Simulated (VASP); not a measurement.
In2TeO2, 5 atoms in the cell. It takes space group P-3m1 (No. 164, trigonal). Conventional cell: a = 3.772 Å, b = 3.772 Å, c = 7.437 Å, α = 90.00°, β = 90.00°, γ = 120.00°. Within 3.0 Å of In (site symmetry 3m) lie 4 O at 2.24 to 2.29 Å. Within 4.2 Å of Te (site symmetry -3m) lie 6 In at 3.18 Å and 6 O at 3.58 Å and 6 Te at 3.77 Å. O (site symmetry 3m) has 4 In at 2.24 to 2.29 Å and 3 O at 2.80 Å within 3.0 Å. The cell was generated, and may not be a known phase.

| Property | Result |
| --- | --- |
| Program | VASP 6.6.1 |
| Task | single point |
| Functional | PBE |
| Potentials or basis | VASP PAW PBE potentials, release 64 (In_d, Te, O) |
| Cutoff | 520 eV |
| k mesh | 6 × 6 × 4 |
| Occupations | gaussian, width 0.1 eV |
| Spin | no spin polarisation |
| Dipole correction | no |
| Further INCAR settings | ALGO = Normal; EDIFF = 1e-07; NBANDS = 30 |

Potentials or basis: VASP PAW PBE potentials, release 64 (In_d, Te, O).

Command:

```bash
$ cat potpaw_PBE.64/In_d/POTCAR potpaw_PBE.64/Te/POTCAR potpaw_PBE.64/O/POTCAR > POTCAR
$ mpirun -np 1 vasp_std > vasp.out
```

Hardware: 1 thread of AMD EPYC 9R45 96-Core Processor (Zen 5) (shared host).

Task: How long does it take, and how much memory?

Result: It took 55 s on 1 thread of AMD EPYC 9R45 96-Core Processor (Zen 5), with other jobs on the host, peak memory 0.2 GiB. Counts: scf iterations 17, k points 24.
